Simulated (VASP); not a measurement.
A run of VASP 6.6.1 is set up as follows.

Contents of INCAR:

```
SYSTEM = InAs
ALGO = Normal
EDIFF = 1E-7
ENCUT = 520
GGA = PS
ISIF = 2
ISMEAR = -1
LASPH = .TRUE.
LCHARG = .TRUE.
LELF = .TRUE.
LREAL = .FALSE.
LVHAR = .TRUE.
LWAVE = .FALSE.
NBANDS = 16
NELM = 80
PREC = Accurate
SIGMA = 0.05
```

Contents of KPOINTS:

```
k-points
0
G
  8 8 8
  0 0 0
```

POSCAR

```
InAs
1.0
    0.0000000000      2.9337360524      2.9337360524
    2.9337360524      0.0000000000      2.9337360524
    2.9337360524      2.9337360524      0.0000000000
In As
1 1
Direct
    0.5000000000      0.5000000000      0.5000000000
    0.0000000000      0.0000000000      0.0000000000
```

Potentials or basis: VASP PAW PBE potentials, release 64 (In_d, As).

The run is started by

```bash
$ cat potpaw_PBE.64/In_d/POTCAR potpaw_PBE.64/As/POTCAR > POTCAR
$ mpirun -np 1 vasp_std > vasp.out
```

**Question.** Estimate the band gap on the k mesh.

**Answer.** Zero (bands 9 and 10 overlap by 2.39 eV).

**Question.** What does it give for the pressure?

**Answer.** -6.0 GPa.

Caveat: the cell stands under tension; the PAW data sets were made with another functional, which shifts forces and pressure a little; spin-orbit coupling is left out, which moves the levels of the heavy elements.
